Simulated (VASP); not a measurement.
A run of VASP 6.6.1:

INCAR

```
SYSTEM = Sb
PREC     = Accurate       ! precision mode
ENCUT    = 520            ! plane-wave cutoff, eV
EDIFF    = 1E-7           ! SCF threshold, eV
ISMEAR   = -1             ! smearing method
SIGMA    = 0.05           ! smearing width, eV
LREAL    = .False.        ! projectors in reciprocal space
LASPH    = .True.         ! aspherical terms in the spheres
NELM     = 100            ! most SCF steps
ALGO     = Normal         ! electronic algorithm
ISIF     = 2              ! what is computed and relaxed
LWAVE    = .False.        ! write WAVECAR
LCHARG   = .False.        ! write CHGCAR
GGA      = PS             ! functional
NBANDS   = 8              ! bands
```

Contents of KPOINTS:

```
regular mesh
0
Gamma
  19 19 19
  0 0 0
```

Contents of POSCAR:

```
Sb
1.0
   -1.5050000000      1.5050000000      2.4304000000
    1.5050000000     -1.5050000000      2.4304000000
    1.5050000000      1.5050000000     -2.4304000000
Sb
1
Direct
    0.0000000000      0.0000000000      0.0000000000
```

Potentials or basis: VASP PAW PBE potentials, release 64 (Sb).

Command:

```console
$ cat potpaw_PBE.64/Sb/POTCAR > POTCAR
$ mpirun -np 1 vasp_std > vasp.out
```

Hardware: 1 thread of Intel(R) Xeon(R) 6975P-C (Granite Rapids), with other jobs on the host.

Problem. Estimate the wall time of this run.

Solution. Wall time 22 s on 1 thread of Intel(R) Xeon(R) 6975P-C (Granite Rapids), with other jobs on the host, peak memory 0.21 GiB. Counts: scf iterations 11, k points 550.
